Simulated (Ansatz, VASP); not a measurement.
## Two plane-wave programs on TaSi2

```xyz
9
Lattice="4.7192 0.0000 0.0000 -2.3596 4.0870 0.0000 0.0000 0.0000 6.4812" Properties=species:S:1:pos:R:3 pbc="T T T"
Ta    2.3596    0.0000    0.0000
Ta    1.1798    2.0435    4.3208
Ta   -1.1798    2.0435    2.1604
Si    0.0000    1.2994    0.0000
Si    3.5939    0.6497    4.3208
Si    1.2343    3.4373    2.1604
Si    2.3596    2.7876    0.0000
Si   -1.2343    3.4373    4.3208
Si    1.1253    0.6497    2.1604
```

Change from the starting cell: volume scaled by 0.96, ions relaxed.

Alike in both runs: functional PBE; k mesh 11 × 11 × 7; occupations fermi-dirac, width 0.05 eV; no spin polarisation.

Ansatz relaxed the structure, and its values are those at the end. VASP's run is a single point on that final structure, the one shown.

|  | VASP | Ansatz |
| --- | --- | --- |
| version | VASP 6.6.1 | Ansatz 0.2.0 |
| potentials or method | VASP PAW PBE potentials, release 64 (Ta_pv, Si) | plane-wave PAW, scalar-relativistic |
| plane-wave cutoff (eV) | 520 | 420 |
| valence electrons in the cell | 57 | 63 |

```tsv
	VASP	Ansatz	Ansatz less VASP
pressure (GPa)	11.4	11.3	-0.15
```

VASP's potentials hold 57 valence electrons a cell and Ansatz's 63, so a difference there can come from the potentials and not from the codes. Ansatz's warnings: stress scf threshold loose.

Spin-orbit coupling is off throughout.
